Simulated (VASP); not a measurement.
# Ti in VASP: a series of runs

Runs on Ti. Level: PBEsol. Tasks: single point.

Everything below comes from runs of VASP 6.6.1. Logs are shortened: lines on timing, memory, paths and dates and some standing lists are left out, and cuts for length are marked.

## 1. The cell of the first run

It takes space group I4/mmm (No. 139, tetragonal). The conventional cell has a = 3.282 Å, b = 3.282 Å, c = 3.348 Å, α = 90.00°, β = 90.00°, γ = 90.00°. Ti (site symmetry 4/mmm) has 14 Ti at 2.86 to 3.35 Å within 3.8 Å.

## 2. Single point, PBEsol (zz strain of +2 %)

INCAR

```
PREC = Accurate ; ENCUT = 520
EDIFF = 1E-6 ; ISMEAR = -1
SIGMA = 0.05 ; LREAL = False
LASPH = True ; NELM = 60
ALGO = Normal ; ISIF = 2
LWAVE = False ; LCHARG = False
GGA = PS ; NBANDS = 12
```

KPOINTS

```
Automatic mesh
0
Gamma
  14 14 14
```

POSCAR

```
Ti
1.0
   -1.6410000000      1.6410000000      1.6738200000
    1.6410000000     -1.6410000000      1.6738200000
    1.6410000000      1.6410000000     -1.6738200000
Ti
1
Direct
    0.0000000000      0.0000000000      0.0000000000
```

Potentials or basis: VASP PAW PBE potentials, release 64 (Ti_sv).

The run is started by

```
cat potpaw_PBE.64/Ti_sv/POTCAR > POTCAR
mpirun -np 1 vasp_std > vasp.out
```

OUTCAR:

```text
PREC = Accurate
   ENCUT = 520
   EDIFF = 1E-6
   ISMEAR = -1
   LREAL = False
   LASPH = True
   NELM = 60
   ISIF = 2
   GGA = PS

 ion  position               nearest neighbor table
   1  0.000  0.000  0.000-

  LATTYP: Found a body centered tetragonal cell.
 ALAT       =     3.2820000000
 C/A-ratio  =     1.0200000000

  Lattice vectors:

 A1 = (  -1.6410000000,   1.6410000000,   1.6738200000)
 A2 = (   1.6410000000,  -1.6410000000,   1.6738200000)
 A3 = (   1.6410000000,   1.6410000000,  -1.6738200000)

Analysis of symmetry for initial positions (statically):
=====================================================================
 Subroutine PRICEL returns:
 Original cell was already a primitive cell.

 Routine SETGRP: Setting up the symmetry group for a
 body centered tetragonal supercell.

 Subroutine GETGRP returns: Found 16 space group operations
 (whereof 16 operations were pure point group operations)
 out of a pool of 16 trial point group operations.

The static configuration has the point symmetry D_4h.

Analysis of symmetry for dynamics (positions and initial velocities):
=====================================================================
 Subroutine PRICEL returns:
 Original cell was already a primitive cell.

 Routine SETGRP: Setting up the symmetry group for a
 body centered tetragonal supercell.

 Subroutine GETGRP returns: Found 16 space group operations
 (whereof 16 operations were pure point group operations)
 out of a pool of 16 trial point group operations.

The dynamic configuration has the point symmetry D_4h.

 Subroutine INISYM returns: Found 16 space group operations
 (whereof 16 operations are pure point group operations),
 and found     1 'primitive' translations

----------------------------------------------------------------------------------------

                                     Primitive cell

  volume of cell :      18.0296

  direct lattice vectors                    reciprocal lattice vectors
    -1.641000000  1.641000000  1.673820000     0.000000000  0.304692261  0.298717903
     1.641000000 -1.641000000  1.673820000     0.304692261  0.000000000  0.298717903
     1.641000000  1.641000000 -1.673820000     0.304692261  0.304692261  0.000000000

  length of vectors
     2.861369496  2.861369496  2.861369496     0.426696331  0.426696331  0.430899928

  position of ions in fractional coordinates (direct lattice)
     0.000000000  0.000000000  0.000000000

  ion indices of the primitive-cell ions
   primitive index   ion index
                 1           1

----------------------------------------------------------------------------------------

 KPOINTS: Automatic mesh

Automatic generation of k-mesh.
 Grid dimensions read from file:
 generate k-points for:   14   14   14

 Generating k-lattice:

  Cartesian coordinates                     Fractional coordinates (reciprocal lattice)
     0.000000000  0.021763733  0.021336993     0.071428571 -0.000000000  0.000000000
     0.021763733  0.000000000  0.021336993    -0.000000000  0.071428571  0.000000000
     0.021763733  0.021763733  0.000000000     0.000000000  0.000000000  0.071428571

  Length of vectors
     0.030478309  0.030478309  0.030778566

  Shift w.r.t. Gamma in fractional coordinates (k-lattice)
     0.000000000  0.000000000  0.000000000

 Subroutine IBZKPT returns following result:
 ===========================================

 Found    244 irreducible k-points:

 Following reciprocal coordinates:
            Coordinates               Weight
  0.000000  0.000000  0.000000      1.000000
  0.071429 -0.000000  0.000000      8.000000
  0.142857  0.000000 -0.000000      8.000000
  0.214286  0.000000  0.000000      8.000000
  0.285714 -0.000000  0.000000      8.000000
  0.357143  0.000000 -0.000000      8.000000
[... 16 lines left out ...]
  0.214286  0.142857  0.000000     16.000000
  0.285714  0.142857 -0.000000     16.000000
 [... further k-points ...]
   k-points           NKPTS =    244   k-points in BZ     NKDIM =    244   number of bands    NBANDS=     12
   number of dos      NEDOS =    301   number of ions     NIONS =      1
   total plane-waves  NPLWV =  13824
   dimension x,y,z NGX =    24 NGY =   24 NGZ =   24
   dimension x,y,z NGXF=    48 NGYF=   48 NGZF=   48
   ions per type =               1
   NGX,Y,Z   is equivalent  to a cutoff of  13.94, 13.94, 13.94 a.u.
   NGXF,Y,Z  is equivalent  to a cutoff of  27.89, 27.89, 27.89 a.u.
 SYSTEM =  unknown system
   PREC   = accura    normal or accurate (medium, high low for compatibility)
   ISTART =      0    job   : 0-new  1-cont  2-samecut
   ICHARG =      2    charge: 1-file 2-atom 10-const
   ISPIN  =      1    spin polarized calculation?
   LNONCOLLINEAR =      F non collinear calculations
   LSORBIT =      F    spin-orbit coupling
   LASPH  =      T    aspherical Exc in radial PAW
   ENCUT  =  520.0 eV  38.22 Ry    6.18 a.u.   5.32  5.32  5.32*2*pi/ulx,y,z
   NELM   =     60;   NELMIN=  2; NELMDL= -5     # of ELM steps
   EDIFF  = 0.1E-05   stopping-criterion for ELM
   LREAL  =      F    real-space projection
   EDIFFG = 0.1E-04   stopping-criterion for IOM
   NSW    =      0    number of steps for IOM
   IBRION =     -1    ionic relax: 0-MD 1-quasi-New 2-CG
   NFREE  =      0    steps in history (QN), initial steepest desc. (CG)
   ISIF   =      2    stress and relaxation
   ISYM   =      2    0-nonsym 1-usesym 2-fastsym
   POTIM  = 0.5000    time-step for ionic-motion
   TEBEG  =    0.0;   TEEND  =   0.0 temperature during run
   PSTRESS=    0.0 pullay stress
   NELECT =      12.0000    total number of electrons
   NUPDOWN=      -1.0000    fix difference up-down
   EMIN   =  10.00;   EMAX   =-10.00  energy-range for DOS
   EFERMI =   0.00;   METHOD = LEGACY
   ISMEAR =    -1;   SIGMA  =   0.05  broadening in eV -4-tet -1-fermi 0-gaus
   EFERMI_NEDOS =   21; number of points for ismear=-14 and -15
   IALGO  =     38    algorithm
   IMIX   =      4    mixing-type and parameters
     AMIX     =   0.40;   BMIX     =  1.00
     AMIX_MAG =   1.60;   BMIX_MAG =  1.00
  volume/ion in A,a.u.               =      18.03       121.67
  Fermi-wavevector in a.u.,A,eV,Ry     =   1.429354  2.701088 27.797440  2.043054
  Thomas-Fermi vector in A             =   2.549317
   LORBIT       =      0    0 simple, 1 ext, 2 COOP (PROOUT), +10 PAW based schemes
   GGA     = PS    functional components
   LHFCALC =     F    Hartree Fock is set to
   AEXX    =    0.0000 exact exchange contribution
   IVDW    =     0    specifies the selected vdW correction
   LEPSILON=     F    determine dielectric tensor
   LRPA    =     F    only Hartree local field effects (RPA)
 non-spin polarized calculation
  energy-cutoff  :      520.00
  volume of cell :       18.03
 maximum number of plane-waves:       498
 NGX is ok and might be reduce to    24
   NGX = 11   NGY = 11   NGZ = 11

 number of electron      12.0000003 magnetization

 Free energy of the ion-electron system (eV)
  ---------------------------------------------------
  ext. energy  EPLUGINS =         0.00000000
  ---------------------------------------------------
  free energy    TOTEN  =        -8.20138580 eV

  energy without entropy =       -8.18037971  energy(sigma->0) =       -8.19088275

 E-fermi :   7.5711     XC(G=0): -11.4551

 val. band max:        7.5684977751   @ k =  -0.3571   0.1429   0.0000
 cond. band min:       7.5728135222   @ k =  -0.2857   0.3571   0.0714
 fundamental gap:      0.0043157471
 Fermi energy:         7.5711401968

 k-point     1 :       0.0000    0.0000    0.0000
  band No.  band energies     occupation
      1     -48.7990      2.00000
      2     -24.7910      2.00000
      3     -24.7910      2.00000
      4     -24.7892      2.00000
      5       1.7074      2.00000
      6       8.4823      0.00000
      7       8.4823      0.00000
      8       8.6138      0.00000
      9      10.1360      0.00000
     10      10.2893      0.00000
     11      24.5102      0.00000
     12      24.8484      0.00000

 k-point     2 :       0.0714   -0.0000    0.0000
  band No.  band energies     occupation
      1     -48.7934      2.00000
      2     -24.8213      2.00000
      3     -24.8005      2.00000
      4     -24.7901      2.00000
      5       1.8750      2.00000
      6       8.4567      0.00000
      7       8.4627      0.00000
      8       8.6863      0.00000
      9      10.0677      0.00000
     10      10.2740      0.00000
     11      24.3292      0.00000
     12      24.7103      0.00000

 k-point     3 :       0.1429    0.0000   -0.0000
  band No.  band energies     occupation
      1     -48.7777      2.00000
      2     -24.9077      2.00000
      3     -24.8270      2.00000
      4     -24.7902      2.00000
      5       2.3594      2.00000
      6       8.2724      0.00000
      7       8.3624      0.00000
      8       9.0209      0.00000
      9       9.9193      0.00000
     10      10.2714      0.00000
     11      23.4249      0.00000
     12      24.3746      0.00000
[... 286 lines left out ...]
 k-point    23 :       0.2143    0.1429    0.0000
  band No.  band energies     occupation
      1     -48.7201      2.00000
      2     -25.1837      2.00000
      3     -24.9218      2.00000
      4     -24.8219      2.00000
      5       4.3566      2.00000
      6       7.5509      1.20011
      7       7.7567      0.04771
      8       9.7996      0.00000
      9      10.4216      0.00000
     10      10.7141      0.00000
     11      20.0893      0.00000
     12      21.2290      0.00000

 k-point    24 :       0.2857    0.1429   -0.0000
  band No.  band energies     occupation
      1     -48.6993      2.00000
      2     -25.2727      2.00000
      3     -24.9715      2.00000
      4     -24.8256      2.00000
      5       5.1182      2.00000
      6       7.3653      1.96790
      7       7.6385      0.41270
      8       9.9602      0.00000
      9      10.4828      0.00000
     10      11.4601      0.00000
     11      18.1423      0.00000
     12      20.4976      0.00000

 [... further k-points ...]
[... 5 lines left out ...]
  --------------------------------------------------------------------------------------
  -------------------------------------------------------------------------------------
  Total       -0.9757789     -0.9757789     -0.9234770      0.0000000      0.0000000     -0.0000000
  in kB      -86.7113758    -86.7113758    -82.0636345      0.0000000      0.0000000     -0.0000000
  external PRESSURE =     -85.1621287 kB  Pullay stress =       0.0000000 kB

 VOLUME and BASIS-vectors are now :
 -----------------------------------------------------------------------------
  energy-cutoff  :      520.00
  volume of cell :       18.03
      direct lattice vectors                 reciprocal lattice vectors
    -1.641000000  1.641000000  1.673820000     0.000000000  0.304692261  0.298717903
     1.641000000 -1.641000000  1.673820000     0.304692261  0.000000000  0.298717903
     1.641000000  1.641000000 -1.673820000     0.304692261  0.304692261  0.000000000

 POSITION                                       TOTAL-FORCE (eV/Angst)
 -----------------------------------------------------------------------------------
      0.00000      0.00000      0.00000         0.000000     -0.000000      0.000000
 -----------------------------------------------------------------------------------
    total drift:                                0.000000      0.000000      0.000000

  FREE ENERGIE OF THE ION-ELECTRON SYSTEM (eV)
  ---------------------------------------------------
  free  energy   TOTEN  =        -8.2013857981 eV

  energy  without entropy=       -8.1803797059  energy(sigma->0) =       -8.19088275
```

Run time: 14 s. Hardware: 1 thread of Intel Xeon 6975P-C (Granite Rapids), shared host; peak memory 0.17 GiB.

Results:

- Free energy: -8.2014 eV
- Pressure: -8.5 GPa
- Band gap on the k mesh: zero (band 6 reaches 8.49 eV, above the bottom of band 7 at 6.96 eV)

Caveat: the cell differs from its parent crystal (zz strain of +2 %); the PAW data sets were made with another functional, which shifts forces and pressure a little.

## 3. Single point, PBEsol (equal xy, yz and zx shear strains of +2 %)

INCAR

```
PREC = Accurate
ENCUT = 520
EDIFF = 1E-7
ISMEAR = -1
SIGMA = 0.05
LREAL = False
LASPH = True
NELM = 80
ALGO = Normal
ISIF = 2
LWAVE = False
LCHARG = False
GGA = PS
NBANDS = 12
```

KPOINTS is that of step 2.

POSCAR

```
Ti
1.0
   -1.6081800000      1.6410000000      1.6410000000
    1.6410000000     -1.6081800000      1.6410000000
    1.6410000000      1.6410000000     -1.6081800000
Ti
1
Direct
    0.0000000000      0.0000000000      0.0000000000
```

Potentials or basis: VASP PAW PBE potentials, release 64 (Ti_sv).

The run is started by

```
cat potpaw_PBE.64/Ti_sv/POTCAR > POTCAR
mpirun -np 1 vasp_std > vasp.out
```

Run time: 28 s. Hardware: 1 thread of Intel Xeon 6975P-C, shared host; peak memory 0.19 GiB.

It converged, with:

* Free energy: -8.2155 eV
* Pressure: -6.8 GPa
* Band gap on the k mesh: zero (band 6 reaches 8.64 eV, above the bottom of band 7 at 7.16 eV)

Stress tensor (GPa, compression positive):
```
-6.84 -0.80 -0.80
-0.80 -6.84 -0.80
-0.80 -0.80 -6.84
```

Levels at points of the mesh, in eV from the Fermi level:
```tsv
k point	band 2	band 3	band 4	band 5	band 6	band 7	band 8	band 9	band 10	band 11
(0.00, 0.00, 0.00)	-32.32	-32.28	-32.28	-5.91	0.87	0.87	1.17	2.72	2.72	17.10
(0.50, 0.00, 0.00)	-32.93	-32.48	-32.29	-2.42	-0.41	0.97	2.75	3.10	4.15	8.45
(0.50, 0.50, 0.00)	-32.95	-32.52	-32.30	-2.40	-0.35	1.25	2.65	2.97	4.25	8.75
(0.50, 0.50, 0.50)	-32.76	-32.76	-32.70	-2.04	-2.04	3.68	3.95	3.95	8.16	8.26
```

Caveat: the cell differs from its parent crystal (equal xy, yz and zx shear strains of +2 %); the PAW data sets were made with another functional, which shifts forces and pressure a little.

[end of part 1 of 3]
